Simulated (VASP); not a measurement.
**In: single point with LDA**

In:

```
CELL_PARAMETERS angstrom
-1.88253 1.80722 1.88253
1.88253 -1.80722 1.88253
1.88253 1.80722 -1.88253
ATOMIC_POSITIONS crystal
In 0.00000 0.00000 0.00000
```

This cell differs from its parent crystal: strain -0.0400 x Voigt [0, 1, 0, 0, 0, 0].

```json
{
 "Program": "VASP 6.6.1",
 "Task": "single point",
 "Functional": "LDA",
 "Potentials or basis": "VASP PAW LDA potentials, release 64 (In_d)",
 "Cutoff": "520 eV",
 "k mesh": "18 × 18 × 18",
 "Occupations": "gaussian, width 0.15 eV",
 "Spin": "no spin polarisation"
}
```

```json
{
  "Pressure": "-1.4 GPa"
}
```

Stress tensor (GPa, compression positive):
```
-1.40  0.00  0.00
 0.00 -1.29  0.00
 0.00  0.00 -1.40
```

Levels at points of the mesh, in eV from the Fermi level:
```csv
k point,band 4,band 5,band 6,band 7,band 8,band 9
"(0.00, 0.00, 0.00)",-14.33,-14.30,-9.69,11.00,11.00,11.47
"(0.50, 0.00, 0.00)",-14.29,-14.12,-3.86,-3.19,5.76,7.17
"(0.00, 0.50, 0.00)",-14.32,-14.13,-4.18,-3.33,6.36,7.92
"(0.50, 0.50, 0.50)",-14.18,-14.16,0.97,0.97,0.98,1.83
```

Run time: 37 s on 1 thread of Intel(R) Xeon(R) 6975P-C (Granite Rapids) (shared host), peak memory 0.24 GiB.

Caveat: the cell differs from its parent crystal (strain -0.0400 x Voigt [0, 1, 0, 0, 0, 0]); spin-orbit coupling is left out, which moves the levels of the heavy elements.
